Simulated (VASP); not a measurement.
SnO, 8 atoms in the cell. The cell holds a slab with vacuum, 8 atoms: a = 3.820 Å, b = 3.820 Å, c = 22.226 Å, α = 90.00°, β = 90.00°, γ = 90.00°.  This cell differs from its parent crystal: layers slid over each other.

- Program: VASP 6.6.1
- Task: single point
- Functional: PBE
- Dispersion: D3(BJ)
- Potentials or basis: VASP PAW PBE potentials, release 64 (Sn_d, O)
- Cutoff: 520 eV
- k mesh: 7 × 7 × 1
- Occupations: gaussian, width 0.05 eV
- Spin: no spin polarisation
- Dipole correction: yes
- Further INCAR settings: ALGO = Normal; EDIFF = 1e-06; NBANDS = 50

Potentials or basis: VASP PAW PBE potentials, release 64 (Sn_d, O).

The run is started by

```bash
$ cat potpaw_PBE.64/Sn_d/POTCAR potpaw_PBE.64/O/POTCAR > POTCAR
$ mpirun -np 1 vasp_std > vasp.out
```

Hardware: 1 thread of Intel(R) Xeon(R) Platinum 8259CL CPU @ 2.50GHz (Skylake/Cascade Lake), with other jobs on the host.

**Question.** Estimate the wall time of this run.

**Answer.** Wall time 7 min on 1 thread of Intel(R) Xeon(R) Platinum 8259CL CPU @ 2.50GHz (Skylake/Cascade Lake), on a shared host, peak memory 0.45 GiB. Counts: scf iterations 22, k points 16.
